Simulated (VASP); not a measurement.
**NaCl: single point with revPBE+D4**

Crystal: NaCl.

```
Cl Na
1.0
     3.51025    0.00000    0.00000
     0.00000    3.51025    0.00000
     0.00000    0.00000    3.51025
Cl Na
1 1
Direct
  0.50000 0.50000 0.50000
  0.00000 0.00000 0.00000
```

* Program: VASP 6.6.1
* Task: single point
* Functional: revPBE
* Dispersion: D4
* Potentials or basis: VASP PAW PBE potentials, release 64 (Cl, Na_pv)
* Cutoff: 520 eV
* k mesh: 8 × 8 × 8
* Occupations: fermi-dirac, width 0.05 eV
* Spin: no spin polarisation

* Pressure: -0.1 GPa
* Band gap on the k mesh: 4.22 eV, indirect (least direct gap 4.70 eV)
* Dispersion energy per atom: -0.181 eV

Levels at points of the mesh, in eV from the valence-band top:
| k point | band 4 | band 5 | band 6 | band 7 | band 8 | band 9 | band 10 | band 11 |
| --- | --- | --- | --- | --- | --- | --- | --- | --- |
| (0.00, 0.00, 0.00) | -13.34 | -0.48 | -0.48 | -0.48 | 4.22 | 8.74 | 8.74 | 15.89 |
| (0.50, 0.00, 0.00) | -13.00 | -2.85 | -0.25 | -0.25 | 7.13 | 8.76 | 10.59 | 11.95 |
| (0.50, 0.50, 0.00) | -12.74 | -2.20 | -2.20 | 0.00 | 5.78 | 10.01 | 11.24 | 11.24 |
| (0.50, 0.50, 0.50) | -12.47 | -1.80 | -1.80 | -1.80 | 7.33 | 7.33 | 7.33 | 11.90 |

It took 16 s on 1 thread of AMD EPYC 7R43 64-Core Processor (Zen 3), on a shared host, peak memory 0.12 GiB.

Caveat: the PAW data sets were made with another functional, which shifts forces and pressure a little. A k mesh can miss the band edges.
